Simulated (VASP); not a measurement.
Here is a VASP 6.6.1 calculation.

Contents of POSCAR:

```
SiNi2
1.0
    3.8115023208      0.0000000000      0.0000000000
   -1.9057511604      3.3008578364      0.0000000000
    0.0000000000      0.0000000000      4.7790068355
Si Ni
2 4
Direct
    0.3333333333      0.6666666667      0.7500000000
    0.6666666667      0.3333333333      0.2500000000
    0.0000000000      0.0000000000      0.0000000000
    0.0000000000      0.0000000000      0.5000000000
    0.3333333333      0.6666666667      0.2500000000
    0.6666666667      0.3333333333      0.7500000000
```

INCAR.step1

```
SYSTEM = SiNi2
PREC = Accurate ; ENCUT = 520
ISMEAR = 0 ; SIGMA = 0.15
LREAL = .False. ; LASPH = .True.
NELM = 100 ; NBANDS = 33
GGA = PE ; ALGO = Normal
EDIFF = 1E-4 ; LWAVE = .True.
LCHARG = .False.
```

The input INCAR.step2:

```
SYSTEM = SiNi2
PREC = Accurate ; ENCUT = 520
EDIFF = 1E-7 ; ISMEAR = 0
SIGMA = 0.15 ; LREAL = .False.
LASPH = .True. ; NELM = 100
ALGO = Normal ; ISIF = 2
LWAVE = .False. ; LCHARG = .True.
METAGGA = R2SCAN ; LMIXTAU = .True.
LELF = .True. ; LVHAR = .True.
NBANDS = 33 ; ISTART = 1
```

Contents of KPOINTS:

```
Automatic mesh
0
Gamma
  12 12 10
  0 0 0
```

Potentials or basis: VASP PAW PBE potentials, release 64 (Si, Ni).

Run with:

```bash
$ cat potpaw_PBE.64/Si/POTCAR potpaw_PBE.64/Ni/POTCAR > POTCAR
$ cp INCAR.step1 INCAR
$ mpirun -np 1 vasp_std > vasp.out
$ cp INCAR.step2 INCAR
$ mpirun -np 1 vasp_std > vasp.out
```

Q: Predict the pressure.

A: 15.9 GPa.

Q: Estimate the band gap on the k mesh.

A: Zero (bands 24 and 25 overlap by 3.85 eV).

Stress tensor (GPa, compression positive):
```
14.99  0.00  0.00
 0.00 14.99  0.00
 0.00  0.00 17.82
```

Caveat: the cell differs from its parent crystal (strain -0.015 along x and y, -0.030 along z); the cell stands under pressure; the PAW data sets were made with another functional, which shifts forces and pressure a little. Spin polarisation is off, so any magnetic state and its effect on volume and gap are missing.
